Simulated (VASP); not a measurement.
**InSe: single point with PBE+D3(BJ)**

The system is InSe, a slab with vacuum.

```xyz
4
Lattice="3.9600 0.0000 0.0000 -1.9800 3.4295 0.0000 0.0000 0.0000 36.7200" Properties=species:S:1:pos:R:3 pbc="T T T"
Se    0.0000    0.0000   15.7835
Se    0.0000    0.0000   20.9355
In    1.9800    1.1432   17.0228
In    1.9800    1.1432   19.6962
```

```
Program             : VASP 6.6.1
Task                : single point
Functional          : PBE
Dispersion          : D3(BJ)
Potentials or basis : VASP PAW PBE potentials, release 64 (Se, In_d)
Cutoff              : 520 eV
k mesh              : 9 × 9 × 1
Occupations         : gaussian, width 0.02 eV
Spin                : no spin polarisation
```

| Quantity | Value |
| --- | --- |
| Largest force | 0.707 eV/Å |
| Band gap on the k mesh | 1.76 eV, indirect (least direct gap 1.84 eV) |
| Dispersion energy per atom | -0.236 eV |

Forces on the atoms (eV/Å):
```
Se   0.000  0.000 -0.707
Se   0.000  0.000  0.707
In   0.000  0.000 -0.077
In   0.000  0.000  0.077
```

Levels at points of the mesh, in eV from the valence-band top:
```
           k point  band 16  band 17  band 18  band 19  band 20  band 21  band 22  band 23
(0.00, 0.00, 0.00)    -0.58    -0.49    -0.49    -0.08     1.76     2.91     5.03     5.03
```

Run time: 4.9 min on 1 thread of AMD EPYC 9R45 (Zen 5), on a shared host, peak memory 0.55 GiB.

Caveat: spin-orbit coupling is left out, which moves the levels of the heavy elements.
